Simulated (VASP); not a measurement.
# LiBr (Fm-3m) in VASP: a series of runs

LiBr is run at these levels: PBE; tasks: single point, relaxation of cell and atoms.

Program: VASP 6.6.1. These are calculated values, not measurements. Logs are shortened: lines on timing, memory, paths and dates and some standing lists are left out, and cuts for length are marked.

**1. The cell of the first run**

The structure is cubic, space group Fm-3m (No. 225). The conventional cell has a = 5.619 Å, b = 5.619 Å, c = 5.619 Å, α = 90.00°, β = 90.00°, γ = 90.00°. Within 3.7 Å of Li (site symmetry m-3m) lie 6 Br at 2.81 Å. Within 3.7 Å of Br (site symmetry m-3m) lie 6 Li at 2.81 Å.

**2. Single point, PBE (volume scaled by 1.06)**

File INCAR:

```
SYSTEM = LiBr
PREC = Accurate ; ENCUT = 750
EDIFF = 1E-6 ; ISMEAR = 0
SIGMA = 0.02 ; LREAL = .FALSE.
LASPH = .TRUE. ; NELM = 120
ALGO = Normal ; ISIF = 2
LWAVE = .FALSE. ; LCHARG = .FALSE.
GGA = PE ; NBANDS = 12
GGA_COMPAT = .FALSE.
```

File KPOINTS:

```
regular mesh
0
G
  8 8 8
  0 0 0
```

File POSCAR:

```
LiBr
1.0
    0.0000000000      2.8094452277      2.8094452277
    2.8094452277      0.0000000000      2.8094452277
    2.8094452277      2.8094452277      0.0000000000
Li Br
1 1
Direct
    0.0000000000      0.0000000000      0.0000000000
    0.5000000000      0.5000000000      0.5000000000
```

Potentials or basis: VASP PAW PBE potentials, release 64 (Li_sv, Br).

On the command line:

```
$ cat potpaw_PBE.64/Li_sv/POTCAR potpaw_PBE.64/Br/POTCAR > POTCAR
$ mpirun -np 1 vasp_std > vasp.out
```

OUTCAR:

```text
SYSTEM = LiBr
   PREC = Accurate
   ENCUT = 750
   EDIFF = 1E-6
   ISMEAR = 0
   LREAL = .FALSE.
   LASPH = .TRUE.
   NELM = 120
   ISIF = 2
   GGA = PE

 ion  position               nearest neighbor table
   1  0.000  0.000  0.000-
   2  0.500  0.500  0.500-

  LATTYP: Found a face centered cubic cell.
 ALAT       =     5.6188904554

  Lattice vectors:

 A1 = (   0.0000000000,   2.8094452277,   2.8094452277)
 A2 = (   2.8094452277,   0.0000000000,   2.8094452277)
 A3 = (   2.8094452277,   2.8094452277,   0.0000000000)

Analysis of symmetry for initial positions (statically):
=====================================================================
 Subroutine PRICEL returns:
 Original cell was already a primitive cell.

 Routine SETGRP: Setting up the symmetry group for a
 face centered cubic supercell.

 Subroutine GETGRP returns: Found 48 space group operations
 (whereof 48 operations were pure point group operations)
 out of a pool of 48 trial point group operations.

The static configuration has the point symmetry O_h .

Analysis of symmetry for dynamics (positions and initial velocities):
=====================================================================
 Subroutine PRICEL returns:
 Original cell was already a primitive cell.

 Routine SETGRP: Setting up the symmetry group for a
 face centered cubic supercell.

 Subroutine GETGRP returns: Found 48 space group operations
 (whereof 48 operations were pure point group operations)
 out of a pool of 48 trial point group operations.

The dynamic configuration has the point symmetry O_h .

 Subroutine INISYM returns: Found 48 space group operations
 (whereof 48 operations are pure point group operations),
 and found     1 'primitive' translations

----------------------------------------------------------------------------------------

                                     Primitive cell

  volume of cell :      44.3498

  direct lattice vectors                    reciprocal lattice vectors
     0.000000000  2.809445228  2.809445228    -0.177971080  0.177971080  0.177971080
     2.809445228  0.000000000  2.809445228     0.177971080 -0.177971080  0.177971080
     2.809445228  2.809445228  0.000000000     0.177971080  0.177971080 -0.177971080

  length of vectors
     3.973155544  3.973155544  3.973155544     0.308254952  0.308254952  0.308254952

  position of ions in fractional coordinates (direct lattice)
     0.000000000  0.000000000  0.000000000
     0.500000000  0.500000000  0.500000000

  ion indices of the primitive-cell ions
   primitive index   ion index
                 1           1
                 2           2

----------------------------------------------------------------------------------------

 KPOINTS: regular mesh

Automatic generation of k-mesh.
 Grid dimensions read from file:
 generate k-points for:    8    8    8

 Generating k-lattice:

  Cartesian coordinates                     Fractional coordinates (reciprocal lattice)
    -0.022246385  0.022246385  0.022246385     0.125000000  0.000000000  0.000000000
     0.022246385 -0.022246385  0.022246385     0.000000000  0.125000000  0.000000000
     0.022246385  0.022246385 -0.022246385     0.000000000  0.000000000  0.125000000

  Length of vectors
     0.038531869  0.038531869  0.038531869

  Shift w.r.t. Gamma in fractional coordinates (k-lattice)
     0.000000000  0.000000000  0.000000000

 Subroutine IBZKPT returns following result:
 ===========================================

 Found     29 irreducible k-points:

 Following reciprocal coordinates:
            Coordinates               Weight
  0.000000  0.000000  0.000000      1.000000
  0.125000  0.000000  0.000000      8.000000
  0.250000  0.000000  0.000000      8.000000
  0.375000  0.000000  0.000000      8.000000
  0.500000  0.000000  0.000000      4.000000
  0.125000  0.125000  0.000000      6.000000
[... 16 lines left out ...]
  0.500000  0.250000  0.125000     48.000000
 -0.375000  0.250000  0.125000     24.000000
 [... further k-points ...]
   k-points           NKPTS =     29   k-points in BZ     NKDIM =     29   number of bands    NBANDS=     12
   number of dos      NEDOS =    301   number of ions     NIONS =      2
   total plane-waves  NPLWV =  46656
   dimension x,y,z NGX =    36 NGY =   36 NGZ =   36
   dimension x,y,z NGXF=    72 NGYF=   72 NGZF=   72
   ions per type =               1   1
   NGX,Y,Z   is equivalent  to a cutoff of  15.06, 15.06, 15.06 a.u.
   NGXF,Y,Z  is equivalent  to a cutoff of  30.13, 30.13, 30.13 a.u.
 SYSTEM =  LiBr
   PREC   = accura    normal or accurate (medium, high low for compatibility)
   ISTART =      0    job   : 0-new  1-cont  2-samecut
   ICHARG =      2    charge: 1-file 2-atom 10-const
   ISPIN  =      1    spin polarized calculation?
   LNONCOLLINEAR =      F non collinear calculations
   LSORBIT =      F    spin-orbit coupling
   LASPH  =      T    aspherical Exc in radial PAW
   ENCUT  =  750.0 eV  55.12 Ry    7.42 a.u.   8.87  8.87  8.87*2*pi/ulx,y,z
   NELM   =    120;   NELMIN=  2; NELMDL= -5     # of ELM steps
   EDIFF  = 0.1E-05   stopping-criterion for ELM
   LREAL  =      F    real-space projection
   EDIFFG = 0.1E-04   stopping-criterion for IOM
   NSW    =      0    number of steps for IOM
   IBRION =     -1    ionic relax: 0-MD 1-quasi-New 2-CG
   NFREE  =      0    steps in history (QN), initial steepest desc. (CG)
   ISIF   =      2    stress and relaxation
   ISYM   =      2    0-nonsym 1-usesym 2-fastsym
   POTIM  = 0.5000    time-step for ionic-motion
   TEBEG  =    0.0;   TEEND  =   0.0 temperature during run
   PSTRESS=    0.0 pullay stress
   NELECT =      10.0000    total number of electrons
   NUPDOWN=      -1.0000    fix difference up-down
   EMIN   =  10.00;   EMAX   =-10.00  energy-range for DOS
   EFERMI =   0.00;   METHOD = LEGACY
   ISMEAR =     0;   SIGMA  =   0.02  broadening in eV -4-tet -1-fermi 0-gaus
   EFERMI_NEDOS =   21; number of points for ismear=-14 and -15
   IALGO  =     38    algorithm
   IMIX   =      4    mixing-type and parameters
     AMIX     =   0.40;   BMIX     =  1.00
     AMIX_MAG =   1.60;   BMIX_MAG =  1.00
  volume/ion in A,a.u.               =      22.17       149.64
  Fermi-wavevector in a.u.,A,eV,Ry     =   0.996424  1.882969 13.508696  0.992861
  Thomas-Fermi vector in A             =   2.128512
   LORBIT       =      0    0 simple, 1 ext, 2 COOP (PROOUT), +10 PAW based schemes
   GGA     = PE    functional components
   LHFCALC =     F    Hartree Fock is set to
   AEXX    =    0.0000 exact exchange contribution
   IVDW    =     0    specifies the selected vdW correction
   LEPSILON=     F    determine dielectric tensor
   LRPA    =     F    only Hartree local field effects (RPA)
 non-spin polarized calculation
 Gauss-broadening in eV      SIGMA  =   0.02
  energy-cutoff  :      750.00
  volume of cell :       44.35
 maximum number of plane-waves:      2120
   NGX = 17   NGY = 17   NGZ = 17

 number of electron      10.0000000 magnetization

 number of electron       9.9999998 magnetization

 Free energy of the ion-electron system (eV)
  ---------------------------------------------------
  ext. energy  EPLUGINS =         0.00000000
  ---------------------------------------------------
  free energy    TOTEN  =        -6.63041971 eV

  energy without entropy =       -6.63041971  energy(sigma->0) =       -6.63041971

 E-fermi :   0.0194     XC(G=0):  -8.1645

 val. band max:       -0.1140818829   @ k =   0.0000   0.0000   0.0000
 cond. band min:       4.5667708538   @ k =   0.0000   0.0000   0.0000
 fundamental gap:      4.6808527368
 Fermi energy:         0.0194305783

 k-point     1 :       0.0000    0.0000    0.0000
  band No.  band energies     occupation
      1     -44.6196      2.00000
      2     -13.3436      2.00000
      3      -0.1141      2.00000
      4      -0.1141      2.00000
      5      -0.1141      2.00000
      6       4.5668      0.00000
      7      10.3307      0.00000
      8      10.3307      0.00000
      9      10.3307      0.00000
     10      11.8400      0.00000
     11      11.8400      0.00000
     12      11.8400      0.00000

 k-point     2 :       0.1250    0.0000    0.0000
  band No.  band energies     occupation
      1     -44.6194      2.00000
      2     -13.2894      2.00000
      3      -0.6466      2.00000
      4      -0.1515      2.00000
      5      -0.1515      2.00000
      6       5.0793      0.00000
      7       9.5635      0.00000
      8      10.1003      0.00000
      9      10.1003      0.00000
     10      11.1605      0.00000
     11      11.1605      0.00000
     12      12.2186      0.00000

 k-point     3 :       0.2500    0.0000    0.0000
  band No.  band energies     occupation
      1     -44.6192      2.00000
      2     -13.1531      2.00000
      3      -1.6398      2.00000
      4      -0.2372      2.00000
      5      -0.2372      2.00000
      6       5.6718      0.00000
      7       9.0046      0.00000
      8       9.0046      0.00000
      9       9.3669      0.00000
     10      12.0779      0.00000
     11      12.0779      0.00000
     12      12.5769      0.00000
[... 286 lines left out ...]
 k-point    23 :       0.5000    0.2500    0.1250
  band No.  band energies     occupation
      1     -44.6188      2.00000
      2     -12.9222      2.00000
      3      -2.2739      2.00000
      4      -1.2228      2.00000
      5      -0.5705      2.00000
      6       6.9419      0.00000
      7       7.7185      0.00000
      8       8.8941      0.00000
      9       9.6389      0.00000
     10      12.2692      0.00000
     11      14.9716      0.00000
     12      15.3001      0.00000

 k-point    24 :      -0.3750    0.2500    0.1250
  band No.  band energies     occupation
      1     -44.6187      2.00000
      2     -12.8696      2.00000
      3      -2.4661      2.00000
      4      -1.3101      2.00000
      5      -0.6547      2.00000
      6       6.8356      0.00000
      7       7.6687      0.00000
      8       8.9537      0.00000
      9      10.1733      0.00000
     10      13.1748      0.00000
     11      13.4895      0.00000
     12      16.0724      0.00000

 [... further k-points ...]
[... 5 lines left out ...]
  --------------------------------------------------------------------------------------
  -------------------------------------------------------------------------------------
  Total       -0.3756530     -0.3756530     -0.3756530     -0.0000000      0.0000000      0.0000000
  in kB      -13.5708083    -13.5708083    -13.5708083     -0.0000000      0.0000000      0.0000000
  external PRESSURE =     -13.5708083 kB  Pullay stress =       0.0000000 kB

 VOLUME and BASIS-vectors are now :
 -----------------------------------------------------------------------------
  energy-cutoff  :      750.00
  volume of cell :       44.35
      direct lattice vectors                 reciprocal lattice vectors
     0.000000000  2.809445228  2.809445228    -0.177971080  0.177971080  0.177971080
     2.809445228  0.000000000  2.809445228     0.177971080 -0.177971080  0.177971080
     2.809445228  2.809445228  0.000000000     0.177971080  0.177971080 -0.177971080

 POSITION                                       TOTAL-FORCE (eV/Angst)
 -----------------------------------------------------------------------------------
      0.00000      0.00000      0.00000        -0.000000     -0.000000      0.000000
      2.80945      2.80945      2.80945         0.000000      0.000000     -0.000000
 -----------------------------------------------------------------------------------
    total drift:                                0.000000      0.000000      0.000000

  FREE ENERGIE OF THE ION-ELECTRON SYSTEM (eV)
  ---------------------------------------------------
  free  energy   TOTEN  =        -6.6304197147 eV

  energy  without entropy=       -6.6304197147  energy(sigma->0) =       -6.63041971
```

Wall time 33 s (1 thread of Intel Xeon 8259CL, shared host); peak memory 0.21 GiB.

Results:

```
Free energy            : -6.6304 eV
Pressure               : -1.4 GPa
Band gap on the k mesh : 4.68 eV, direct
```

Levels at points of the mesh, in eV from the valence-band top:
| k point | band 3 | band 4 | band 5 | band 6 | band 7 | band 8 |
| --- | --- | --- | --- | --- | --- | --- |
| (0.00, 0.00, 0.00) | 0.00 | 0.00 | 0.00 | 4.68 | 10.44 | 10.44 |
| (0.50, 0.00, 0.00) | -2.62 | -0.23 | -0.23 | 5.59 | 8.08 | 8.08 |
| (0.50, 0.50, 0.00) | -2.60 | -1.02 | -1.02 | 6.15 | 7.21 | 11.11 |

(Part 1 of 2 ends here.)
